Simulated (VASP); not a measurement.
Write the native input for VASP 6.6.1 that does the following.

```yaml
Task: single point
Functional: PBE
Potentials_or_basis: VASP PAW PBE potentials, release 64 (Sn_d, Se, S)
Cutoff: 520 eV
k_mesh: 8 × 8 × 4
Occupations: gaussian, width 0.02 eV
Spin: no spin polarisation
Dipole_correction: no
Further_INCAR_settings: ALGO = Normal; EDIFF = 1e-06; NBANDS = 50
```

The structure of Sn4SeS3 lies in POSCAR:

```
Sn4SeS3
1.0
    4.1759824907      0.0000000000      0.0000000000
    0.0000000000      4.1759824907      0.0000000000
    0.0000000000      0.0000000000     11.8066648321
Sn Se S
4 1 3
Direct
    0.0000000000      0.0000000000      0.0000000000
    0.5000000000      0.5000000000      0.2447388473
    0.0000000000      0.0000000000      0.5000000000
    0.5000000000      0.5000000000      0.7552611527
    0.5000000000      0.5000000000      0.5000000000
    0.0000000000      0.0000000000      0.7518753203
    0.5000000000      0.5000000000      0.0000000000
    0.0000000000      0.0000000000      0.2481246797
```

One way to write it, as run:

INCAR

```
ALGO = Normal
EDIFF = 1E-6
ENCUT = 520
GGA = PE
ISIF = 2
ISMEAR = 0
LASPH = True
LCHARG = True
LELF = True
LREAL = False
LVHAR = True
LWAVE = False
NBANDS = 50
NELM = 80
PREC = Accurate
SIGMA = 0.02
```

KPOINTS

```
k-points
0
Gamma
  8 8 4
```

Potentials or basis: VASP PAW PBE potentials, release 64 (Sn_d, Se, S).

Command:

```console
$ cat potpaw_PBE.64/Sn_d/POTCAR potpaw_PBE.64/Se/POTCAR potpaw_PBE.64/S/POTCAR > POTCAR
$ mpirun -np 1 vasp_std > vasp.out
```

Results of the run:

| Property | Result |
| --- | --- |
| Pressure | 0.0 GPa |
| Largest force | 0.006 eV/Å |
| Band gap on the k mesh | 0.13 eV |

Caveat: spin-orbit coupling is left out, which moves the levels of the heavy elements.

Wall time 5.4 min on 1 thread of Intel(R) Xeon(R) Platinum 8488C (Sapphire Rapids), on a shared host, peak memory 0.51 GiB.
